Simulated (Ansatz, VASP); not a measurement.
# CO2 in VASP and in Ansatz

```
C O
1.0
    -1.98241    1.98241    2.99137
     1.98241   -1.98241    2.99137
     1.98241    1.98241   -2.99137
C O
2 4
Direct
  0.00000 0.00000 0.00000
  0.75000 0.25000 0.50000
  0.37500 0.28931 0.41431
  0.71069 0.12500 0.08569
  0.87500 0.96069 0.58569
  0.03931 0.62500 0.91431
```

Alike in both runs: task single point; functional PBE; k mesh 10 × 10 × 10; occupations gaussian, width 0.05 eV; no spin polarisation.

```csv
,VASP,Ansatz
version,VASP 6.6.1,Ansatz 0.2.0
potentials or method,"VASP PAW PBE potentials, release 64 (C_h, O_h), cutoff 910 eV","scalar-relativistic, plane waves, PAW"
valence electrons in the cell,32,32
```

|  | VASP | Ansatz | Ansatz less VASP |
| --- | --- | --- | --- |
| gap on the k mesh at the Fermi level (eV) | 7.70 | 7.71 | +0.012 |
| least direct gap on the mesh (eV) | 8.12 | 8.13 | +0.007 |
| rms of the force components (eV/Å) | 0.004 | 0.000 | -0.0039 |

Atom by atom the forces differ by 0.004 eV/Å (rms over components).

Noted on VASP's run: the cutoff is under 1.25 times that of the potentials, so the pressure is a little rough.
